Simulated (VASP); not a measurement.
The system is Si5C3.

```
Si C
1.0
     3.40000    0.00000    0.00000
     0.00000    3.40000    0.00000
     0.00000    0.00000    9.40000
Si C
5 3
Cartesian
  1.7000 0.0000 3.6190
  0.0000 1.7000 1.5510
  1.7000 0.0000 7.8490
  0.0000 1.7000 5.7810
  0.0000 0.0000 0.0000
  1.7000 1.7000 2.5850
  1.7000 1.7000 6.8150
  0.0000 0.0000 4.7000
```

* Program: VASP 6.6.1
* Task: relaxation of cell and atoms
* Functional: PBE
* Potentials or basis: VASP PAW PBE potentials, release 64 (Si, C)
* Cutoff: 600 eV
* k mesh: 5 × 5 × 2
* Occupations: gaussian, width 0.2 eV
* Spin: no spin polarisation

At the start: pressure -11.7 GPa; volume 13.58 Å³/atom.

Question: Where does the relaxation end?

Answer: Over 12 steps the energy falls by 80.2 meV/atom and the volume is 12.22 Å³/atom (-10.0 %); space group P-4m2 (No. 115, to 0.05 Å).

The path:
```
step  energy change (eV)  largest force (eV/Å)  pressure (GPa)  volume (Å³)
   1              0.0000                0.5850          -11.69       108.66
   2             -0.2555                1.0139           11.40        93.78
   3             -0.4224                0.5583            1.03        99.14
   4             -0.5112                0.2333            0.69        98.89
   5             -0.5754                0.3345           -0.06        98.50
   6             -0.5301                1.0953            0.50        97.45
   7             -0.5978                0.4780           -0.20        98.27
   8             -0.6037                0.7544           -0.03        97.88
   9             -0.6074                0.6173           -0.16        98.08
  10             -0.6106                0.7387            0.23        97.64
  11             -0.6379                0.1340           -0.05        97.85
  12             -0.6414                0.0672            0.17        97.77
```

Final structure:
```yaml
crystal:
  lattice:
    - [3.14506, 0.00000, 0.00000]
    - [0.00000, 3.14506, 0.00000]
    - [0.00000, 0.00000, 9.88443]
  atoms:
    - { symbol: Si, position: [0.50000, 0.00000, 0.39035] }
    - { symbol: Si, position: [0.00000, 0.50000, 0.17526] }
    - { symbol: Si, position: [0.50000, 0.00000, 0.82474] }
    - { symbol: Si, position: [0.00000, 0.50000, 0.60965] }
    - { symbol: Si, position: [0.00000, 0.00000, 0.00000] }
    - { symbol: C, position: [0.50000, 0.50000, 0.27990] }
    - { symbol: C, position: [0.50000, 0.50000, 0.72010] }
    - { symbol: C, position: [0.00000, 0.00000, 0.50000] }
```

Caveat: the k points lie up to 0.40 Å⁻¹ apart in the final cell; the relaxation stopped at a loose force limit of 0.08 eV/Å, so its end isn't a converged minimum.
